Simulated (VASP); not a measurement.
# Al3Cu2 (P-1) in VASP: a series of runs

Al3Cu2 is run at these levels: LDA; tasks: single point.

Everything below comes from runs of VASP 6.6.1. Logs are shortened: lines on timing, memory, paths and dates and some standing lists are left out, and cuts for length are marked.

## 1. The cell of the first run

The typed cell holds 5 atoms: a = 4.198 Å, b = 4.198 Å, c = 4.586 Å, α = 90.00°, β = 90.00°, γ = 120.00°.

## 2. Single point, LDA (atoms displaced along a vibrational mode, the cell strained)

INCAR reads:

```
SYSTEM = Al3Cu2
ALGO = Fast
EDIFF = 1E-7
ENCUT = 520
GGA = CA
ISIF = 2
ISMEAR = 0
LASPH = .TRUE.
LCHARG = .FALSE.
LREAL = .FALSE.
LWAVE = .FALSE.
NBANDS = 24
NELM = 80
PREC = Accurate
SIGMA = 0.15
```

KPOINTS reads:

```
k-points
0
G
  12 12 8
  0 0 0
```

POSCAR reads:

```
Al3Cu2
1.0
    4.1976658029      0.0000000000      0.0000000000
   -2.0988329014      3.6352852219      0.0000000000
    0.0000000000      0.0000000000      4.5863396035
Al Cu
3 2
Direct
    0.0000000000      0.0000000000      0.0000000000
    0.3516879684      0.6666666667      0.3508928116
    0.6483120316      0.3333333333      0.6491071884
    0.3028578248      0.6666666667      0.8415870660
    0.6971421752      0.3333333333      0.1584129340
```

Potentials or basis: VASP PAW LDA potentials, release 64 (Al, Cu).

Run with:

```
cat potpaw_LDA.64/Al/POTCAR potpaw_LDA.64/Cu/POTCAR > POTCAR
mpirun -np 1 vasp_std > vasp.out
```

OUTCAR:

```text
SYSTEM = Al3Cu2
   EDIFF = 1E-7
   ENCUT = 520
   GGA = CA
   ISIF = 2
   ISMEAR = 0
   LASPH = .TRUE.
   LREAL = .FALSE.
   NELM = 80
   PREC = Accurate

 ion  position               nearest neighbor table
   1  0.000  0.000  0.000-   4 2.43   5 2.43   4 2.53   5 2.53   5 2.64   4 2.64   2 2.85   3 2.85
                             3 2.91   2 2.91   2 2.97   3 2.97
   2  0.352  0.667  0.351-   4 2.26   4 2.34   5 2.54   5 2.58   5 2.62   3 2.67   3 2.79   1 2.85
                             3 2.90   1 2.91   1 2.97
   3  0.648  0.333  0.649-   5 2.26   5 2.34   4 2.54   4 2.58   4 2.62   2 2.67   2 2.79   1 2.85
                             2 2.90   1 2.91   1 2.97
   4  0.303  0.667  0.842-   2 2.26   2 2.34   1 2.43   1 2.53   3 2.54   3 2.58   3 2.62   1 2.64
                             5 2.64
   5  0.697  0.333  0.158-   3 2.26   3 2.34   1 2.43   1 2.53   2 2.54   2 2.58   2 2.62   1 2.64
                             4 2.64

  LATTYP: Found a hexagonal cell.
 ALAT       =     4.1976658029
 C/A-ratio  =     1.0925928406

  Lattice vectors:

 A1 = (   4.1976658029,   0.0000000000,   0.0000000000)
 A2 = (  -2.0988329014,   3.6352852219,   0.0000000000)
 A3 = (   0.0000000000,   0.0000000000,   4.5863396035)

Analysis of symmetry for initial positions (statically):
=====================================================================
 Subroutine PRICEL returns:
 Original cell was already a primitive cell.

 Routine SETGRP: Setting up the symmetry group for a
 hexagonal supercell.

 Subroutine GETGRP returns: Found  2 space group operations
 (whereof  2 operations were pure point group operations)
 out of a pool of 24 trial point group operations.

The static configuration has the point symmetry S_2 .

Analysis of symmetry for dynamics (positions and initial velocities):
=====================================================================
 Subroutine PRICEL returns:
 Original cell was already a primitive cell.

 Routine SETGRP: Setting up the symmetry group for a
 hexagonal supercell.

 Subroutine GETGRP returns: Found  2 space group operations
 (whereof  2 operations were pure point group operations)
 out of a pool of 24 trial point group operations.

The dynamic configuration has the point symmetry S_2 .

 Subroutine INISYM returns: Found  2 space group operations
 (whereof  2 operations are pure point group operations),
 and found     1 'primitive' translations

[... 103 lines left out ...]
   NSW    =      0    number of steps for IOM
   IBRION =     -1    ionic relax: 0-MD 1-quasi-New 2-CG
   NFREE  =      0    steps in history (QN), initial steepest desc. (CG)
   ISIF   =      2    stress and relaxation
   ISYM   =      2    0-nonsym 1-usesym 2-fastsym
   POTIM  = 0.5000    time-step for ionic-motion
   TEBEG  =    0.0;   TEEND  =   0.0 temperature during run
   PSTRESS=    0.0 pullay stress
   NELECT =      31.0000    total number of electrons
   NUPDOWN=      -1.0000    fix difference up-down
   EMIN   =  10.00;   EMAX   =-10.00  energy-range for DOS
   EFERMI =   0.00;   METHOD = LEGACY
   ISMEAR =     0;   SIGMA  =   0.15  broadening in eV -4-tet -1-fermi 0-gaus
   EFERMI_NEDOS =   21; number of points for ismear=-14 and -15
   IALGO  =     68    algorithm
   IMIX   =      4    mixing-type and parameters
     AMIX     =   0.40;   BMIX     =  1.00
     AMIX_MAG =   1.60;   BMIX_MAG =  1.00
  volume/ion in A,a.u.               =      14.00        94.46
  Fermi-wavevector in a.u.,A,eV,Ry     =   1.247933  2.358251 21.188847  1.557336
  Thomas-Fermi vector in A             =   2.382042
   LORBIT       =      0    0 simple, 1 ext, 2 COOP (PROOUT), +10 PAW based schemes
   GGA     = CA    functional components
   LHFCALC =     F    Hartree Fock is set to
   AEXX    =    0.0000 exact exchange contribution
   IVDW    =     0    specifies the selected vdW correction
   LEPSILON=     F    determine dielectric tensor
   LRPA    =     F    only Hartree local field effects (RPA)
 non-spin polarized calculation
 RMM-DIIS sequential band-by-band and
 Gauss-broadening in eV      SIGMA  =   0.15
  energy-cutoff  :      520.00
  volume of cell :       69.99
 maximum number of plane-waves:      1901
   NGX = 15   NGY = 15   NGZ = 17

 number of electron      31.0000022 magnetization

 Free energy of the ion-electron system (eV)
  ---------------------------------------------------
  ext. energy  EPLUGINS =         0.00000000
  ---------------------------------------------------
  free energy    TOTEN  =       -22.51719786 eV

  energy without entropy =      -22.49974179  energy(sigma->0) =      -22.50846982

 E-fermi :   8.5426     XC(G=0): -11.3252

 val. band max:        8.5425708194   @ k =  -0.3333  -0.4167   0.0000
 cond. band min:       8.5447358701   @ k =   0.4167   0.3333   0.0000
 fundamental gap:      0.0021650507
 Fermi energy:         8.5426120075

 k-point     1 :       0.0000    0.0000    0.0000
  band No.  band energies     occupation
      1      -2.8907      2.00000
      2       2.1484      2.00000
      3       2.8147      2.00000
      4       3.0005      2.00000
      5       3.0411      2.00000
      6       3.2851      2.00000
[... 637 lines left out ...]
     23      14.0407      0.00000
     24      14.7079      0.00000

 [... further k-points ...]

------------------------ aborting loop because EDIFF is reached ----------------------------------------

  FORCE on cell =-STRESS in cart. coord.  units (eV):
  Direction    XX          YY          ZZ          XY          YZ          ZX
  --------------------------------------------------------------------------------------
  -------------------------------------------------------------------------------------
  Total       -1.0856351     -1.9467981      8.5206087     -0.6883081     -0.0610497      0.3536785
  in kB      -24.8531762    -44.5675669    195.0601907    -15.7572663     -1.3975948      8.0966744
  external PRESSURE =      41.8798158 kB  Pullay stress =       0.0000000 kB

 VOLUME and BASIS-vectors are now :
 -----------------------------------------------------------------------------
  energy-cutoff  :      520.00
  volume of cell :       69.99
      direct lattice vectors                 reciprocal lattice vectors
     4.197665803  0.000000000  0.000000000     0.238227636  0.137540790  0.000000000
    -2.098832901  3.635285222  0.000000000     0.000000000  0.275081579  0.000000000
     0.000000000  0.000000000  4.586339603     0.000000000  0.000000000  0.218038804

 POSITION                                       TOTAL-FORCE (eV/Angst)
 -----------------------------------------------------------------------------------
      0.00000      0.00000      0.00000         0.000000      0.000000      0.000000
      0.07705      2.42352      1.60931         0.042375      0.060882     -0.149684
      2.02179      1.21176      2.97703        -0.042375     -0.060882      0.149684
     -0.12793      2.42352      3.85980         0.157536     -0.000256      0.425118
      2.22676      1.21176      0.72654        -0.157536      0.000256     -0.425118
 -----------------------------------------------------------------------------------
    total drift:                               -0.000000      0.000000      0.000000

  FREE ENERGIE OF THE ION-ELECTRON SYSTEM (eV)
  ---------------------------------------------------
  free  energy   TOTEN  =       -22.5171978628 eV

  energy  without entropy=      -22.4997417858  energy(sigma->0) =      -22.50846982
```

It took 8.8 min on 1 thread of Intel Xeon 6975P-C (Granite Rapids), shared host; peak memory 0.81 GiB.

Results:

```yaml
Free_energy: -22.5172 eV
Pressure: 4.2 GPa
Largest_force: 0.453 eV/Å
Band_gap_on_the_k_mesh: zero (an odd number of electrons rules out a gap without spin polarisation)
```

Forces in eV/Å, atoms in the order of the input:
```
Al   0.000  0.000  0.000
Al   0.042  0.061 -0.150
Al  -0.042 -0.061  0.150
Cu   0.158  0.000  0.425
Cu  -0.158  0.000 -0.425
```

Stress tensor (GPa, compression positive):
```
-2.49 -1.58  0.81
-1.58 -4.46 -0.14
 0.81 -0.14 19.51
```

Caveat: the cell differs from its parent crystal (atoms displaced along a vibrational mode, the cell strained); the stress differs along the axes, from -4 to 20 GPa.

## 3. Single point, LDA (atoms displaced along a vibrational mode, the cell strained)

INCAR reads:

```
SYSTEM = Al3Cu2
ALGO = Fast ; EDIFF = 1E-6
ENCUT = 520 ; GGA = CA
ISIF = 2 ; ISMEAR = 0
LASPH = .TRUE. ; LCHARG = .FALSE.
LREAL = .FALSE. ; LWAVE = .FALSE.
NBANDS = 24 ; NELM = 100
PREC = Accurate ; SIGMA = 0.15
```

KPOINTS is that of step 2.

POSCAR reads:

```
Al3Cu2
1.0
    3.9610147888      0.0000000000      0.0000000000
   -1.9805073944      3.4303394319      0.0000000000
    0.0000000000      0.0000000000      5.1618512506
Al Cu
3 2
Direct
    0.0000000000      0.0000000000      0.0000000000
    0.3578061801      0.6666666667      0.3508928116
    0.6421938199      0.3333333333      0.6491071884
    0.2926993220      0.6666666667      0.8415870660
    0.7073006780      0.3333333333      0.1584129340
```

Potentials or basis: VASP PAW LDA potentials, release 64 (Al, Cu).

Run with:

```
cat potpaw_LDA.64/Al/POTCAR potpaw_LDA.64/Cu/POTCAR > POTCAR
mpirun -np 1 vasp_std > vasp.out
```

Run time: 21 min. Hardware: 1 thread of Intel Xeon Platinum 8488C (Sapphire Rapids), shared host; peak memory 0.81 GiB.

It converged, with:

- Free energy: -22.6345 eV
- Pressure: 2.7 GPa
- Largest force: 0.967 eV/Å
- Band gap on the k mesh: zero (an odd number of electrons rules out a gap without spin polarisation)

Forces in eV/Å, atoms in the order of the input:
```
Al   0.000  0.000  0.000
Al  -0.210  0.100 -0.048
Al   0.210 -0.100  0.048
Cu   0.893 -0.046 -0.368
Cu  -0.893  0.046  0.368
```

Stress tensor (GPa, compression positive):
```
 7.69 -3.41 -0.18
-3.41  6.07  0.16
-0.18  0.16 -5.73
```

Levels at points of the mesh, in eV from the Fermi level:
```tsv
k point	band 12	band 13	band 14	band 15	band 16	band 17	band 18	band 19	band 20	band 21
(0.00, 0.00, 0.00)	-3.79	-3.76	0.28	0.50	1.53	2.14	3.32	3.72	5.52	5.69
(0.50, 0.00, 0.00)	-4.20	-3.17	-2.78	-2.66	-0.77	-0.13	0.66	3.03	3.72	4.93
(0.00, 0.50, 0.00)	-4.15	-3.24	-2.73	-2.62	-0.87	-0.18	0.59	3.15	3.74	4.98
(0.50, 0.50, 0.00)	-4.10	-3.12	-2.67	-2.63	-1.12	-0.31	0.84	3.05	3.88	4.98
(0.00, 0.00, 0.50)	-4.19	1.09	1.13	1.66	1.85	1.99	2.23	2.81	2.99	3.60
(0.50, 0.00, 0.50)	-4.29	-4.10	-3.55	-1.50	-0.08	1.26	1.51	4.44	4.70	4.88
(0.00, 0.50, 0.50)	-4.32	-4.16	-3.57	-1.54	-0.12	1.25	1.58	4.44	4.64	4.65
(0.50, 0.50, 0.50)	-4.37	-4.26	-3.55	-1.54	0.09	1.07	1.59	4.23	4.46	4.97
```

Caveat: the cell differs from its parent crystal (atoms displaced along a vibrational mode, the cell strained); the stress differs along the axes, from -6 to 8 GPa.

## 4. Single point, LDA (atoms displaced along a vibrational mode, the cell strained)

INCAR reads:

```
SYSTEM = Al3Cu2
ALGO = Fast ; EDIFF = 1E-6
ENCUT = 520 ; GGA = CA
ISIF = 2 ; ISMEAR = 0
LASPH = .True. ; LCHARG = .False.
LREAL = .False. ; LWAVE = .False.
NBANDS = 24 ; NELM = 80
PREC = Accurate ; SIGMA = 0.15
```

KPOINTS reads:

```
k-points
0
Gamma
  12 12 8
  0 0 0
```

POSCAR reads:

```
Al3Cu2
1.0
    3.9137657003      0.0000000000      0.0000000000
   -1.9568828501      3.3894205209      0.0000000000
    0.0000000000      0.0000000000      5.2767563181
Al Cu
3 2
Direct
    0.0000000000      0.0000000000      0.0000000000
    0.3639243918      0.6666666667      0.3508928116
    0.6360756082      0.3333333333      0.6491071884
    0.2825408191      0.6666666667      0.8415870660
    0.7174591809      0.3333333333      0.1584129340
```

Run with:

```
cat potpaw_LDA.64/Al/POTCAR potpaw_LDA.64/Cu/POTCAR > POTCAR
mpirun -np 1 vasp_std > vasp.out
```

Wall time 10 min (1 thread of AMD EPYC 9R45 (Zen 5), shared host); peak memory 0.78 GiB.

It converged, with:

| Item | Value |
| --- | --- |
| Free energy | -22.3869 eV |
| Pressure | 4.4 GPa |
| Largest force | 1.355 eV/Å |
| Band gap on the k mesh | zero (an odd number of electrons rules out a gap without spin polarisation) |

Forces in eV/Å, atoms in the order of the input:
```
Al   0.000  0.000  0.000
Al  -0.267  0.149 -0.088
Al   0.267 -0.149  0.088
Cu   1.239 -0.093 -0.540
Cu  -1.239  0.093  0.540
```

Stress tensor (GPa, compression positive):
```
11.28 -4.71 -0.68
-4.71  8.95  0.45
-0.68  0.45 -7.03
```

Levels at points of the mesh, in eV from the Fermi level:
```tsv
k point	band 14	band 15	band 16	band 17	band 18	band 19
(0.00, 0.00, 0.00)	0.56	0.82	1.69	2.46	3.65	4.09
(0.50, 0.00, 0.00)	-2.84	-2.44	-0.80	-0.23	0.87	3.04
(0.00, 0.50, 0.00)	-2.78	-2.42	-0.88	-0.27	0.71	3.23
(0.50, 0.50, 0.00)	-2.70	-2.41	-1.23	-0.45	1.07	3.07
(0.00, 0.00, 0.50)	1.11	1.70	1.82	2.26	2.45	2.99
(0.50, 0.00, 0.50)	-3.52	-1.34	0.01	1.49	1.77	3.97
(0.00, 0.50, 0.50)	-3.55	-1.38	-0.05	1.47	1.84	4.09
(0.50, 0.50, 0.50)	-3.53	-1.39	0.21	1.19	1.88	3.82
```

Caveat: the cell differs from its parent crystal (atoms displaced along a vibrational mode, the cell strained); the stress differs along the axes, from -7 to 11 GPa; forces of over 1 eV/Å act on the atoms, so gaps and moduli don't describe the material at rest.

## 5. The runs side by side

| cell | further INCAR settings | gap on the mesh (eV) | pressure (GPa) | largest force (eV/Å) |
| --- | --- | --- | --- | --- |
| a = 4.198, b = 4.198, c = 4.586 Å, angles 90.0, 90.0, 120.0°, 5 atoms, atomic positions A | ALGO = Fast; EDIFF = 1e-07; NBANDS = 24 | none | 4.2 | 0.45 |
| a = 3.961, b = 3.961, c = 5.162 Å, angles 90.0, 90.0, 120.0°, 5 atoms, atomic positions B | ALGO = Fast; EDIFF = 1e-06; NBANDS = 24 | none | 2.7 | 0.97 |
| a = 3.914, b = 3.914, c = 5.277 Å, angles 90.0, 90.0, 120.0°, 5 atoms, atomic positions C | ALGO = Fast; EDIFF = 1e-06; NBANDS = 24 | none | 4.4 | 1.35 |

Alike in all rows: task single point; level LDA; potentials or basis VASP PAW LDA potentials, release 64 (Al, Cu); no spin polarisation; k mesh 12 × 12 × 8; cutoff (eV) 520; smearing gaussian 0.15 eV.

Caveats: the stress differs along the axes, from -4 to 20 GPa (at least some runs); the stress differs along the axes, from -6 to 8 GPa (at least some runs); the stress differs along the axes, from -7 to 11 GPa (at least some runs); forces of over 1 eV/Å act on the atoms, so gaps and moduli don't describe the material at rest (at least some runs).

Total energies depend on the potentials used, so only differences within one code and one set of settings carry meaning.
